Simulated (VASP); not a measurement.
Input of a VASP 6.6.1 run:

Contents of INCAR:

```
SYSTEM = ZnS
PREC = Accurate
ENCUT = 520
EDIFF = 1E-8
ISMEAR = 0
SIGMA = 0.01
LREAL = .FALSE.
LASPH = .TRUE.
NELM = 60
ALGO = Normal
ISIF = 2
LWAVE = .FALSE.
LCHARG = .FALSE.
METAGGA = R2SCAN
LMIXTAU = .TRUE.
NBANDS = 16
IBRION = 6
NFREE = 2
POTIM = 0.015
NSW = 1
```

The input KPOINTS:

```
Automatic mesh
0
G
  8 8 8
  0 0 0
```

The input POSCAR:

```
ZnS
1.0
    0.0000000000      2.6951693260      2.6951693260
    2.6951693260      0.0000000000      2.6951693260
    2.6951693260      2.6951693260      0.0000000000
Zn S
1 1
Direct
    0.0000000000      0.0000000000      0.0000000000
    0.7500000000      0.7500000000      0.7500000000
```

Potentials or basis: VASP PAW PBE potentials, release 64 (Zn, S).

Command:

```sh
$ cat potpaw_PBE.64/Zn/POTCAR potpaw_PBE.64/S/POTCAR > POTCAR
$ mpirun -np 1 vasp_std > vasp.out
```

Task: What does it give for the highest phonon frequency at Γ, LO-TO splitting left out?

Result: 270 cm⁻¹.

Phonon frequencies in cm⁻¹ (negative: imaginary):
```tsv
q point	frequencies
(0.000, 0.000, 0.000)	-5 -5 -5 270 270 270
```
